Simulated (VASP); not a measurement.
A run of VASP 6.6.1 is set up as follows.

The input INCAR:

```
SYSTEM = CuPd2F
PREC = Accurate ; ENCUT = 520
EDIFF = 1E-7 ; ISMEAR = 0
SIGMA = 0.1 ; LREAL = .FALSE.
LASPH = .TRUE. ; NELM = 100
ALGO = Normal ; ISIF = 2
LWAVE = .FALSE. ; LCHARG = .FALSE.
GGA = PE ; NBANDS = 27
```

KPOINTS

```
Automatic mesh
0
G
  14 14 14
  0 0 0
```

POSCAR

```
CuPd2F
1.0
   -2.4255719432      2.4255719432      2.6472625733
    2.4255719432     -2.4255719432      2.6472625733
    2.4255719432      2.4255719432     -2.6472625733
Cu Pd F
1 2 1
Direct
    0.0000000000      0.0000000000      0.0000000000
    0.5000000000      0.0000000000      0.5000000000
    0.0000000000      0.5000000000      0.5000000000
    0.5000000000      0.5000000000      0.0000000000
```

Potentials or basis: VASP PAW PBE potentials, release 64 (Cu, Pd, F).

Command:

```sh
$ cat potpaw_PBE.64/Cu/POTCAR potpaw_PBE.64/Pd/POTCAR potpaw_PBE.64/F/POTCAR > POTCAR
$ mpirun -np 1 vasp_std > vasp.out
```

**Question.** Estimate the pressure.

**Answer.** -0.2 GPa.

**Question.** Predict the band gap on the k mesh.

**Answer.** Zero (bands 19 and 20 overlap by 0.35 eV).

Stress tensor (GPa, compression positive):
```
-0.10  0.00  0.00
 0.00 -0.10  0.00
 0.00  0.00 -0.26
```

With open d or f shells a metallic result of PBE can be an artefact of self-interaction; +U or a hybrid may open a gap.
